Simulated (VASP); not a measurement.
# As in VASP: a series of runs

As is run at these levels: PBE+D3(BJ); tasks: single point.

Everything below comes from runs of VASP 6.6.1. Logs are shortened: lines on timing, memory, paths and dates and some standing lists are left out, and cuts for length are marked.

## 1. The cell of the first run

The cell holds a slab with vacuum, 4 atoms: a = 3.571 Å, b = 3.571 Å, c = 20.295 Å, α = 90.00°, β = 90.00°, γ = 120.00°.

## 2. Single point, PBE+D3(BJ)

INCAR reads:

```
SYSTEM = As
PREC = Accurate ; ENCUT = 520
EDIFF = 1E-6 ; ISMEAR = 0
SIGMA = 0.05 ; LREAL = .False.
LASPH = .True. ; NELM = 100
ALGO = Normal ; ISIF = 2
LWAVE = .False. ; LCHARG = .False.
LDIPOL = .True. ; IDIPOL = 3
DIPOL = 0.5 0.5 0.364 ; GGA = PE
IVDW = 12 ; NBANDS = 18
```

KPOINTS reads:

```
regular mesh
0
Gamma
  9 9 1
  0 0 0
```

POSCAR reads:

```
As
1.0
    3.5713375816      0.0000000000      0.0000000000
   -1.7856687908      3.0928690711      0.0000000000
    0.0000000000      0.0000000000     20.2952790253
As
4
Direct
    0.3333333333      0.6666666667      0.2905612687
    0.6666666667      0.3333333333      0.2217264416
    0.3333333333      1.6666666667      0.5071190163
    0.6666666667      1.3333333333      0.4382775353
```

Potentials or basis: VASP PAW PBE potentials, release 64 (As).

Command:

```bash
$ cat potpaw_PBE.64/As/POTCAR > POTCAR
$ mpirun -np 1 vasp_std > vasp.out
```

OUTCAR:

```text
SYSTEM = As
   PREC = Accurate
   ENCUT = 520
   EDIFF = 1E-6
   ISMEAR = 0
   LREAL = .False.
   LASPH = .True.
   NELM = 100
   ISIF = 2
   GGA = PE
   IVDW = 12
 IVDW          = 12

 ion  position               nearest neighbor table
   1  0.333  0.667  0.291-   2 2.49   2 2.49   2 2.49
   2  0.667  0.333  0.222-   1 2.49   1 2.49   1 2.49
   3  0.333  0.667  0.507-   4 2.49   4 2.49   4 2.49
   4  0.667  0.333  0.438-   3 2.49   3 2.49   3 2.49

  LATTYP: Found a hexagonal cell.
 ALAT       =     3.5713375816
 C/A-ratio  =     5.6828229092

  Lattice vectors:

 A1 = (   3.5713375816,   0.0000000000,   0.0000000000)
 A2 = (  -1.7856687908,   3.0928690711,   0.0000000000)
 A3 = (   0.0000000000,   0.0000000000,  20.2952790253)

Analysis of symmetry for initial positions (statically):
=====================================================================
 Subroutine PRICEL returns:
 Original cell was already a primitive cell.

 Routine SETGRP: Setting up the symmetry group for a
 hexagonal supercell.

 Subroutine GETGRP returns: Found 12 space group operations
 (whereof  6 operations were pure point group operations)
 out of a pool of 24 trial point group operations.

The static configuration has the point symmetry C_3v.
 The point group associated with its full space group is D_3d.

Analysis of symmetry for dynamics (positions and initial velocities):
=====================================================================
 Subroutine PRICEL returns:
 Original cell was already a primitive cell.

 Routine SETGRP: Setting up the symmetry group for a
 hexagonal supercell.

 Subroutine GETGRP returns: Found 12 space group operations
 (whereof  6 operations were pure point group operations)
 out of a pool of 24 trial point group operations.

The dynamic configuration has the point symmetry C_3v.
 The point group associated with its full space group is D_3d.

 Subroutine INISYM returns: Found 12 space group operations
 (whereof  6 operations are pure point group operations),
 and found     1 'primitive' translations

----------------------------------------------------------------------------------------

                                     Primitive cell

  volume of cell :     224.1751

  direct lattice vectors                    reciprocal lattice vectors
     3.571337582  0.000000000  0.000000000     0.280007134  0.161662194  0.000000000
    -1.785668791  3.092869071  0.000000000     0.000000000  0.323324388  0.000000000
     0.000000000  0.000000000 20.295279025     0.000000000  0.000000000  0.049272543

  length of vectors
     3.571337582  3.571337582 20.295279025     0.323324388  0.323324388  0.049272543

  position of ions in fractional coordinates (direct lattice)
     0.333333333  0.666666667  0.290561269
     0.666666667  0.333333333  0.221726442
     0.333333333  0.666666667  0.507119016
     0.666666667  0.333333333  0.438277535

  ion indices of the primitive-cell ions
   primitive index   ion index
                 1           1
                 2           2
                 3           3
                 4           4

----------------------------------------------------------------------------------------

 KPOINTS: regular mesh

Automatic generation of k-mesh.
 Grid dimensions read from file:
 generate k-points for:    9    9    1

 Generating k-lattice:

  Cartesian coordinates                     Fractional coordinates (reciprocal lattice)
     0.031111904  0.017962466  0.000000000     0.111111111 -0.000000000  0.000000000
     0.000000000  0.035924932  0.000000000     0.000000000  0.111111111  0.000000000
     0.000000000  0.000000000  0.049272543     0.000000000  0.000000000  1.000000000

  Length of vectors
     0.035924932  0.035924932  0.049272543

  Shift w.r.t. Gamma in fractional coordinates (k-lattice)
     0.000000000  0.000000000  0.000000000

 Subroutine IBZKPT returns following result:
 ===========================================

 Found     12 irreducible k-points:

 Following reciprocal coordinates:
            Coordinates               Weight
  0.000000  0.000000  0.000000      1.000000
  0.111111 -0.000000  0.000000      6.000000
  0.222222  0.000000  0.000000      6.000000
  0.333333  0.000000  0.000000      6.000000
  0.444444  0.000000  0.000000      6.000000
  0.111111  0.111111  0.000000      6.000000
  0.222222  0.111111  0.000000     12.000000
  0.333333  0.111111  0.000000     12.000000
  0.444444  0.111111  0.000000      6.000000
  0.222222  0.222222  0.000000      6.000000
  0.333333  0.222222  0.000000     12.000000
  0.333333  0.333333  0.000000      2.000000
   k-points           NKPTS =     12   k-points in BZ     NKDIM =     12   number of bands    NBANDS=     18
   number of dos      NEDOS =    301   number of ions     NIONS =      4
   total plane-waves  NPLWV = 125440
   dimension x,y,z NGX =    28 NGY =   28 NGZ =  160
   dimension x,y,z NGXF=    56 NGYF=   56 NGZF=  320
   ions per type =               4
   NGX,Y,Z   is equivalent  to a cutoff of  13.03, 13.03, 13.11 a.u.
   NGXF,Y,Z  is equivalent  to a cutoff of  26.07, 26.07, 26.21 a.u.
 SYSTEM =  As
   PREC   = accura    normal or accurate (medium, high low for compatibility)
   ISTART =      0    job   : 0-new  1-cont  2-samecut
   ICHARG =      2    charge: 1-file 2-atom 10-const
   ISPIN  =      1    spin polarized calculation?
   LNONCOLLINEAR =      F non collinear calculations
   LSORBIT =      F    spin-orbit coupling
   LASPH  =      T    aspherical Exc in radial PAW
   ENCUT  =  520.0 eV  38.22 Ry    6.18 a.u.   6.64  6.64 37.74*2*pi/ulx,y,z
   NELM   =    100;   NELMIN=  2; NELMDL= -5     # of ELM steps
   EDIFF  = 0.1E-05   stopping-criterion for ELM
   LREAL  =      F    real-space projection
   EDIFFG = 0.1E-04   stopping-criterion for IOM
   NSW    =      0    number of steps for IOM
   IBRION =     -1    ionic relax: 0-MD 1-quasi-New 2-CG
   NFREE  =      0    steps in history (QN), initial steepest desc. (CG)
   ISIF   =      2    stress and relaxation
   ISYM   =      2    0-nonsym 1-usesym 2-fastsym
   POTIM  = 0.5000    time-step for ionic-motion
   TEBEG  =    0.0;   TEEND  =   0.0 temperature during run
   PSTRESS=    0.0 pullay stress
   NELECT =      20.0000    total number of electrons
   NUPDOWN=      -1.0000    fix difference up-down
   EMIN   =  10.00;   EMAX   =-10.00  energy-range for DOS
   EFERMI =   0.00;   METHOD = LEGACY
   ISMEAR =     0;   SIGMA  =   0.05  broadening in eV -4-tet -1-fermi 0-gaus
   EFERMI_NEDOS =   21; number of points for ismear=-14 and -15
   IALGO  =     38    algorithm
   IMIX   =      4    mixing-type and parameters
     AMIX     =   0.40;   BMIX     =  1.00
     AMIX_MAG =   1.60;   BMIX_MAG =  1.00
  volume/ion in A,a.u.               =      56.04       378.20
  Fermi-wavevector in a.u.,A,eV,Ry     =   0.731513  1.382360  7.280641  0.535112
  Thomas-Fermi vector in A             =   1.823749
   LORBIT       =      0    0 simple, 1 ext, 2 COOP (PROOUT), +10 PAW based schemes
   GGA     = PE    functional components
   LHFCALC =     F    Hartree Fock is set to
   AEXX    =    0.0000 exact exchange contribution
   IVDW    =    12    specifies the selected vdW correction
   LEPSILON=     F    determine dielectric tensor
   LRPA    =     F    only Hartree local field effects (RPA)
 non-spin polarized calculation
 Gauss-broadening in eV      SIGMA  =   0.05
  energy-cutoff  :      520.00
  volume of cell :      224.18
 maximum number of plane-waves:      6099
 NGX is ok and might be reduce to    28
   NGX = 13   NGY = 13   NGZ = 75

 dipolmoment           0.000000      0.000000     -0.000003 electrons x Angstroem

 number of electron      20.0000002 magnetization

 dipolmoment           0.000000      0.000000      0.000774 electrons x Angstroem

 Free energy of the ion-electron system (eV)
  ---------------------------------------------------
  ext. energy  EPLUGINS =         0.00000000
  ---------------------------------------------------
  free energy    TOTEN  =       -18.61035093 eV

  energy without entropy =      -18.61035093  energy(sigma->0) =      -18.61035093

 E-fermi :  -0.8533     XC(G=0):  -4.6116

 val. band max:       -1.0862935540   @ k =   0.1111  -0.0000   0.0000
 cond. band min:      -0.3665112404   @ k =   0.3333   0.0000   0.0000
 fundamental gap:      0.7197823136
 Fermi energy:        -0.8533390457

 k-point     1 :       0.0000    0.0000    0.0000
  band No.  band energies     occupation
      1     -15.3246      2.00000
      2     -15.1524      2.00000
      3      -9.3427      2.00000
      4      -8.4079      2.00000
      5      -2.9776      2.00000
      6      -1.6164      2.00000
[... 10 lines left out ...]
     17       3.2969      0.00000
     18       3.5010      0.00000

 k-point     2 :       0.1111   -0.0000    0.0000
  band No.  band energies     occupation
      1     -15.1562      2.00000
      2     -14.9847      2.00000
      3      -9.2782      2.00000
      4      -8.4151      2.00000
      5      -3.2036      2.00000
      6      -2.9467      2.00000
[... 10 lines left out ...]
     17       3.5145      0.00000
     18       3.7167      0.00000

 k-point     3 :       0.2222    0.0000    0.0000
  band No.  band energies     occupation
      1     -14.6600      2.00000
      2     -14.4912      2.00000
      3      -9.2144      2.00000
      4      -8.6293      2.00000
      5      -4.8442      2.00000
      6      -4.4494      2.00000
[... 160 lines left out ...]
 k-point    11 :       0.3333    0.2222    0.0000
  band No.  band energies     occupation
      1     -12.5176      2.00000
      2     -12.3755      2.00000
      3     -10.8325      2.00000
      4     -10.7557      2.00000
      5      -5.7553      2.00000
      6      -5.6203      2.00000
[... 10 lines left out ...]
     17       5.6864      0.00000
     18       6.3709      0.00000

 k-point    12 :       0.3333    0.3333    0.0000
  band No.  band energies     occupation
      1     -11.6528      2.00000
      2     -11.6512      2.00000
      3     -11.5310      2.00000
      4     -11.5264      2.00000
      5      -6.1903      2.00000
      6      -5.9703      2.00000
[... 10 lines left out ...]
     17       6.1220      0.00000
     18       7.4327      0.00000

------------------------ aborting loop because EDIFF is reached ----------------------------------------

 vacuum level on the upper side and lower side of the slab       (xc-potential included)        -0.181        -0.180

 Edisp (eV)   -1.13496

 E8    (eV) :    -0.4968

  FORCE on cell =-STRESS in cart. coord.  units (eV):
  Direction    XX          YY          ZZ          XY          YZ          ZX
  --------------------------------------------------------------------------------------
  -------------------------------------------------------------------------------------
  Total       0.39731     0.39731     0.23491     0.00000    -0.00000     0.00000
  in kB       2.83957     2.83957     1.67890     0.00000    -0.00000     0.00000
  external pressure =        2.45 kB  Pullay stress =        0.00 kB

 VOLUME and BASIS-vectors are now :
 -----------------------------------------------------------------------------
  energy-cutoff  :      520.00
  volume of cell :      224.18
      direct lattice vectors                 reciprocal lattice vectors
     3.571337582  0.000000000  0.000000000     0.280007134  0.161662194  0.000000000
    -1.785668791  3.092869071  0.000000000     0.000000000  0.323324388  0.000000000
     0.000000000  0.000000000 20.295279025     0.000000000  0.000000000  0.049272543

 POSITION                                       TOTAL-FORCE (eV/Angst)
 -----------------------------------------------------------------------------------
     -0.00000      2.06191      5.89702        -0.000000     -0.000000      0.093399
      1.78567      1.03096      4.50000        -0.000000      0.000000     -0.090887
     -0.00000      2.06191     10.29212         0.000000      0.000000      0.090887
      1.78567      1.03096      8.89496        -0.000000      0.000000     -0.093399
 -----------------------------------------------------------------------------------
    total drift:                               -0.000000      0.000000      0.059007

  FREE ENERGIE OF THE ION-ELECTRON SYSTEM (eV)
  ---------------------------------------------------
  free  energy   TOTEN  =       -19.7453078382 eV

  energy  without entropy=      -19.7453078382  energy(sigma->0) =      -19.74530784

 vacuum level on the upper side and lower side of the slab         3.642         3.632
```

Wall time 43 s (1 thread of Intel Xeon 6975P-C (Granite Rapids), shared host); peak memory 0.33 GiB.

What came out:

```
Free energy                : -19.7453 eV
Largest force              : 0.093 eV/Å
Band gap on the k mesh     : 0.72 eV, indirect (least direct gap 1.58 eV)
Dispersion energy per atom : -0.284 eV
```

Forces in eV/Å, atoms in the order of the input:
```
As   0.000  0.000  0.093
As   0.000  0.000 -0.091
As   0.000  0.000  0.091
As   0.000  0.000 -0.093
```

Levels at points of the mesh, in eV from the valence-band top:
```tsv
k point	band 8	band 9	band 10	band 11	band 12	band 13
(0.00, 0.00, 0.00)	-0.41	-0.41	-0.17	1.46	2.25	3.02
```

## 3. Single point, PBE+D3(BJ)

INCAR reads:

```
SYSTEM = As
PREC     = Accurate       ! precision mode
ENCUT    = 520            ! plane-wave cutoff, eV
EDIFF    = 1E-7           ! SCF threshold, eV
ISMEAR   = 0              ! smearing method
SIGMA    = 0.05           ! smearing width, eV
LREAL    = .FALSE.        ! projectors in reciprocal space
LASPH    = .TRUE.         ! aspherical terms in the spheres
NELM     = 60             ! most SCF steps
ALGO     = Normal         ! electronic algorithm
ISIF     = 2              ! what is computed and relaxed
LWAVE    = .FALSE.        ! write WAVECAR
LCHARG   = .FALSE.        ! write CHGCAR
LDIPOL   = .TRUE.       
IDIPOL   = 3            
DIPOL    = 0.5 0.5 0.357
GGA      = PE             ! functional
IVDW     = 12             ! dispersion correction
NBANDS   = 18             ! bands
```

KPOINTS reads:

```
Automatic mesh
0
G
  9 9 1
  0 0 0
```

POSCAR reads:

```
As
1.0
    3.5713375816      0.0000000000      0.0000000000
   -1.7856687908      3.0928690711      0.0000000000
    0.0000000000      0.0000000000     20.2952790253
As
4
Direct
    0.3333333333      0.6666666667      0.2900756341
    0.6666666667      0.3333333333      0.2217264416
    0.6666666667      1.3333333333      0.4913543127
    1.0000000000      1.0000000000      0.4230032539
```

Potentials or basis: VASP PAW PBE potentials, release 64 (As).

Command:

```bash
$ cat potpaw_PBE.64/As/POTCAR > POTCAR
$ mpirun -np 1 vasp_std > vasp.out
```

Wall time 52 s (1 thread of Intel Xeon 6975P-C (Granite Rapids), shared host); peak memory 0.33 GiB.

Results (log left out):

```yaml
Free_energy: -19.7339 eV
Largest_force: 0.093 eV/Å
Band_gap_on_the_k_mesh: 0.43 eV, indirect (least direct gap 1.32 eV)
Dispersion_energy_per_atom: -0.297 eV
```

Forces in eV/Å, atoms in the order of the input:
```
As   0.000  0.000  0.093
As   0.000  0.000 -0.089
As   0.000  0.000  0.089
As   0.000  0.000 -0.093
```

Levels at points of the mesh, in eV from the valence-band top:
| k point | band 7 | band 8 | band 9 | band 10 | band 11 | band 12 | band 13 | band 14 |
| --- | --- | --- | --- | --- | --- | --- | --- | --- |
| (0.00, 0.00, 0.00) | -0.88 | -0.80 | -0.80 | -0.20 | 1.12 | 2.13 | 2.45 | 2.45 |
